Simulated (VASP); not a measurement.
# Sr3N (Pm-3n) in VASP: single point with PBE

Aim: the single point of Sr3N with PBE.

Everything below comes from runs of VASP 6.6.1. Logs are shortened: lines on timing, memory, paths and dates and some standing lists are left out, and cuts for length are marked.

**1. The cell of the first run**

It takes space group Pm-3n (No. 223, cubic). The conventional cell has a = 6.434 Å, b = 6.434 Å, c = 6.434 Å, α = 90.00°, β = 90.00°, γ = 90.00°. Within 4.2 Å of Sr (site symmetry -4m2) lie 10 Sr at 3.22 to 3.94 Å and 4 N at 3.60 Å. N (site symmetry m-3) has 12 Sr at 3.60 Å within 4.7 Å.

The cell was generated, and may not be a known phase.

**2. Single point, PBE, collinear spin, ferromagnetic start**

INCAR

```
SYSTEM = Sr3N
PREC = Accurate
ENCUT = 600
EDIFF = 1E-6
ISMEAR = 0
SIGMA = 0.1
LREAL = .False.
LASPH = .True.
NELM = 200
ALGO = Normal
ISIF = 2
LWAVE = .False.
LCHARG = .False.
ISPIN = 2
MAGMOM = 0 0 0 0 0 0 1 1
LORBIT = 11
GGA = PE
NBANDS = 49
GGA_COMPAT = .False.
```

KPOINTS

```
regular mesh
0
Gamma
  4 4 4
  0 0 0
```

POSCAR

```
Sr3N
1.0
    6.4344952152      0.0000000000      0.0000000000
    0.0000000000      6.4344952152      0.0000000000
    0.0000000000      0.0000000000      6.4344952152
Sr N
6 2
Direct
    0.5000000000      0.2500000000      0.0000000000
    0.5000000000      0.7500000000      0.0000000000
    0.2500000000      0.0000000000      0.5000000000
    0.7500000000      0.0000000000      0.5000000000
    0.0000000000      0.5000000000      0.2500000000
    0.0000000000      0.5000000000      0.7500000000
    0.5000000000      0.5000000000      0.5000000000
    0.0000000000      0.0000000000      0.0000000000
```

Potentials or basis: VASP PAW PBE potentials, release 64 (Sr_sv, N).

Command:

```sh
> cat potpaw_PBE.64/Sr_sv/POTCAR potpaw_PBE.64/N/POTCAR > POTCAR
> mpirun -np 1 vasp_std > vasp.out
```

OUTCAR:

```text
SYSTEM = Sr3N
   PREC = Accurate
   ENCUT = 600
   EDIFF = 1E-6
   ISMEAR = 0
   LREAL = .False.
   LASPH = .True.
   NELM = 200
   ISIF = 2
   ISPIN = 2
   LORBIT = 11
   GGA = PE

 ion  position               nearest neighbor table
   1  0.500  0.250  0.000-   2 3.22   2 3.22   4 3.94   3 3.94   4 3.94   3 3.94   6 3.94   5 3.94
                             5 3.94   6 3.94
   2  0.500  0.750  0.000-   1 3.22   1 3.22   4 3.94   3 3.94   4 3.94   3 3.94   6 3.94   5 3.94
                             5 3.94   6 3.94
   3  0.250  0.000  0.500-   4 3.22   4 3.22   1 3.94   1 3.94   2 3.94   2 3.94   6 3.94   5 3.94
                             6 3.94   5 3.94
   4  0.750  0.000  0.500-   3 3.22   3 3.22   1 3.94   1 3.94   2 3.94   2 3.94   6 3.94   5 3.94
                             6 3.94   5 3.94
   5  0.000  0.500  0.250-   6 3.22   6 3.22   3 3.94   4 3.94   1 3.94   2 3.94   3 3.94   4 3.94
                             1 3.94   2 3.94
   6  0.000  0.500  0.750-   5 3.22   5 3.22   3 3.94   4 3.94   1 3.94   2 3.94   3 3.94   4 3.94
                             1 3.94   2 3.94
   7  0.500  0.500  0.500-
   8  0.000  0.000  0.000-

  LATTYP: Found a simple cubic cell.
 ALAT       =     6.4344952152

  Lattice vectors:

 A1 = (   6.4344952152,   0.0000000000,   0.0000000000)
 A2 = (   0.0000000000,   6.4344952152,   0.0000000000)
 A3 = (   0.0000000000,   0.0000000000,   6.4344952152)

Analysis of symmetry for initial positions (statically):
=====================================================================
 Subroutine PRICEL returns:
 Original cell was already a primitive cell.

 Routine SETGRP: Setting up the symmetry group for a
 simple cubic supercell.

 Subroutine GETGRP returns: Found 48 space group operations
 (whereof 24 operations were pure point group operations)
 out of a pool of 48 trial point group operations.

The static configuration has the point symmetry T_h .
 The point group associated with its full space group is O_h .

Analysis of symmetry for dynamics (positions and initial velocities):
=====================================================================
 Subroutine PRICEL returns:
 Original cell was already a primitive cell.

 Routine SETGRP: Setting up the symmetry group for a
 simple cubic supercell.

 Subroutine GETGRP returns: Found 48 space group operations
 (whereof 24 operations were pure point group operations)
 out of a pool of 48 trial point group operations.

The dynamic configuration has the point symmetry T_h .
 The point group associated with its full space group is O_h .

Analysis of structural, dynamic, and magnetic symmetry:
=====================================================================
 Subroutine PRICEL returns:
 Original cell was already a primitive cell.

 Routine SETGRP: Setting up the symmetry group for a
 simple cubic supercell.

 Subroutine GETGRP returns: Found 48 space group operations
 (whereof 24 operations were pure point group operations)
 out of a pool of 48 trial point group operations.

The overall configuration has the point symmetry T_h .
 The point group associated with its full space group is O_h .

 Subroutine INISYM returns: Found 48 space group operations
 (whereof 24 operations are pure point group operations),
 and found     1 'primitive' translations

----------------------------------------------------------------------------------------

                                     Primitive cell

  volume of cell :     266.4057

  direct lattice vectors                    reciprocal lattice vectors
     6.434495215  0.000000000  0.000000000     0.155412347  0.000000000  0.000000000
     0.000000000  6.434495215  0.000000000     0.000000000  0.155412347  0.000000000
     0.000000000  0.000000000  6.434495215     0.000000000  0.000000000  0.155412347

  length of vectors
     6.434495215  6.434495215  6.434495215     0.155412347  0.155412347  0.155412347

  position of ions in fractional coordinates (direct lattice)
     0.500000000  0.250000000  0.000000000
     0.500000000  0.750000000  0.000000000
     0.250000000  0.000000000  0.500000000
     0.750000000  0.000000000  0.500000000
     0.000000000  0.500000000  0.250000000
     0.000000000  0.500000000  0.750000000
[... 57 lines left out ...]
   ions per type =               6   2
   NGX,Y,Z   is equivalent  to a cutoff of  13.95, 13.95, 13.95 a.u.
   NGXF,Y,Z  is equivalent  to a cutoff of  27.90, 27.90, 27.90 a.u.
 SYSTEM =  Sr3N
   PREC   = accura    normal or accurate (medium, high low for compatibility)
   ISTART =      0    job   : 0-new  1-cont  2-samecut
   ICHARG =      2    charge: 1-file 2-atom 10-const
   ISPIN  =      2    spin polarized calculation?
   LNONCOLLINEAR =      F non collinear calculations
   LSORBIT =      F    spin-orbit coupling
   LASPH  =      T    aspherical Exc in radial PAW
   ENCUT  =  600.0 eV  44.10 Ry    6.64 a.u.  12.85 12.85 12.85*2*pi/ulx,y,z
   NELM   =    200;   NELMIN=  2; NELMDL= -5     # of ELM steps
   EDIFF  = 0.1E-05   stopping-criterion for ELM
   LREAL  =      F    real-space projection
   EDIFFG = 0.1E-04   stopping-criterion for IOM
   NSW    =      0    number of steps for IOM
   IBRION =     -1    ionic relax: 0-MD 1-quasi-New 2-CG
   NFREE  =      0    steps in history (QN), initial steepest desc. (CG)
   ISIF   =      2    stress and relaxation
   ISYM   =      2    0-nonsym 1-usesym 2-fastsym
   POTIM  = 0.5000    time-step for ionic-motion
   TEBEG  =    0.0;   TEEND  =   0.0 temperature during run
   PSTRESS=    0.0 pullay stress
   NELECT =      70.0000    total number of electrons
   NUPDOWN=      -1.0000    fix difference up-down
   EMIN   =  10.00;   EMAX   =-10.00  energy-range for DOS
   EFERMI =   0.00;   METHOD = LEGACY
   ISMEAR =     0;   SIGMA  =   0.10  broadening in eV -4-tet -1-fermi 0-gaus
   EFERMI_NEDOS =   21; number of points for ismear=-14 and -15
   IALGO  =     38    algorithm
   IMIX   =      4    mixing-type and parameters
     AMIX     =   0.40;   BMIX     =  1.00
     AMIX_MAG =   1.60;   BMIX_MAG =  1.00
  volume/ion in A,a.u.               =      33.30       224.72
  Fermi-wavevector in a.u.,A,eV,Ry     =   1.048559  1.981490 14.959290  1.099477
  Thomas-Fermi vector in A             =   2.183486
   LORBIT       =     11    0 simple, 1 ext, 2 COOP (PROOUT), +10 PAW based schemes
   GGA     = PE    functional components
   LHFCALC =     F    Hartree Fock is set to
   AEXX    =    0.0000 exact exchange contribution
   IVDW    =     0    specifies the selected vdW correction
   LEPSILON=     F    determine dielectric tensor
   LRPA    =     F    only Hartree local field effects (RPA)
 spin polarized calculation
 Gauss-broadening in eV      SIGMA  =   0.10
  energy-cutoff  :      600.00
  volume of cell :      266.41
 maximum number of plane-waves:      9008
 NGX is ok and might be reduce to    54
   NGX = 25   NGY = 25   NGZ = 25

 number of electron      69.9999998 magnetization       5.2530861

 Free energy of the ion-electron system (eV)
  ---------------------------------------------------
  ext. energy  EPLUGINS =         0.00000000
  ---------------------------------------------------
  free energy    TOTEN  =       -18.81100517 eV

  energy without entropy =      -18.78672912  energy(sigma->0) =      -18.79886715

 E-fermi :   2.3774     XC(G=0):  -8.3432

 val. band max:        2.3759972089   @ k =   0.2500   0.2500   0.2500
 cond. band min:       2.4727845874   @ k =   0.0000   0.0000   0.0000
 fundamental gap:      0.0967873785
 Fermi energy:         2.3773900139

 spin component 1

 k-point     1 :       0.0000    0.0000    0.0000
  band No.  band energies     occupation
      1     -34.0339      1.00000
      2     -33.9912      1.00000
      3     -33.9912      1.00000
      4     -33.8601      1.00000
      5     -33.8601      1.00000
      6     -33.8601      1.00000
[... 489 lines left out ...]
     46       4.1157      0.00000
     47       4.5873      0.00000
 Fermi energy:         2.3773900139

 spin component 2

 k-point     1 :       0.0000    0.0000    0.0000
  band No.  band energies     occupation
      1     -33.8793      1.00000
      2     -33.8396      1.00000
      3     -33.8396      1.00000
      4     -33.7147      1.00000
      5     -33.7147      1.00000
      6     -33.7147      1.00000
[... 489 lines left out ...]
     46       4.6102      0.00000
     47       5.1711      0.00000
 [bands above 47 left out]

------------------------ aborting loop because EDIFF is reached ----------------------------------------

  FORCE on cell =-STRESS in cart. coord.  units (eV):
  Direction    XX          YY          ZZ          XY          YZ          ZX
  --------------------------------------------------------------------------------------
  -------------------------------------------------------------------------------------
  Total       -0.8411760     -0.8411760     -0.8411760      0.0000000      0.0000000      0.0000000
  in kB       -5.0588754     -5.0588754     -5.0588754      0.0000000      0.0000000      0.0000000
  external PRESSURE =      -5.0588754 kB  Pullay stress =       0.0000000 kB

 VOLUME and BASIS-vectors are now :
 -----------------------------------------------------------------------------
  energy-cutoff  :      600.00
  volume of cell :      266.41
      direct lattice vectors                 reciprocal lattice vectors
     6.434495215  0.000000000  0.000000000     0.155412347  0.000000000  0.000000000
     0.000000000  6.434495215  0.000000000     0.000000000  0.155412347  0.000000000
     0.000000000  0.000000000  6.434495215     0.000000000  0.000000000  0.155412347

 POSITION                                       TOTAL-FORCE (eV/Angst)
 -----------------------------------------------------------------------------------
      3.21725      1.60862      0.00000        -0.000000      0.000000     -0.000000
      3.21725      4.82587      0.00000         0.000000     -0.000000     -0.000000
      1.60862      0.00000      3.21725        -0.000000      0.000000      0.000000
      4.82587      0.00000      3.21725         0.000000     -0.000000     -0.000000
      0.00000      3.21725      1.60862        -0.000000     -0.000000     -0.000000
      0.00000      3.21725      4.82587         0.000000      0.000000      0.000000
      3.21725      3.21725      3.21725        -0.000000     -0.000000      0.000000
      0.00000      0.00000      0.00000        -0.000000     -0.000000      0.000000
 -----------------------------------------------------------------------------------
    total drift:                                0.000000      0.000000     -0.000000

  FREE ENERGIE OF THE ION-ELECTRON SYSTEM (eV)
  ---------------------------------------------------
  free  energy   TOTEN  =       -18.8110051722 eV

  energy  without entropy=      -18.7867291227  energy(sigma->0) =      -18.79886715

 total charge

# of ion       s       p       d       tot
------------------------------------------
    1        2.052   5.727   0.242   8.021
    2        2.052   5.727   0.242   8.021
    3        2.052   5.727   0.242   8.021
    4        2.052   5.727   0.242   8.021
    5        2.052   5.727   0.242   8.021
    6        2.052   5.727   0.242   8.021
    7        1.306   2.019   0.000   3.325
    8        1.306   2.019   0.000   3.325
--------------------------------------------------
tot         14.924  38.399   1.450  54.773

 magnetization (x)

# of ion       s       p       d       tot
------------------------------------------
    1        0.028   0.036   0.165   0.229
    2        0.028   0.036   0.165   0.229
    3        0.028   0.036   0.165   0.229
    4        0.028   0.036   0.165   0.229
    5        0.028   0.036   0.165   0.229
    6        0.028   0.036   0.165   0.229
    7        0.013   0.236   0.000   0.249
    8        0.013   0.236   0.000   0.249
--------------------------------------------------
tot          0.192   0.689   0.989   1.870
```

Wall time 12 min (1 thread of Intel Xeon 8259CL, shared host); peak memory 0.64 GiB.

What came out:

```yaml
Free_energy: -18.8110 eV
Pressure: -0.5 GPa
Net_moment: 5.25 μB per cell
Site_moments: Sr +0.23; N +0.25 μB
Valence_electrons_inside_the_program's_atomic_spheres: Sr 8.02; N 3.33
```
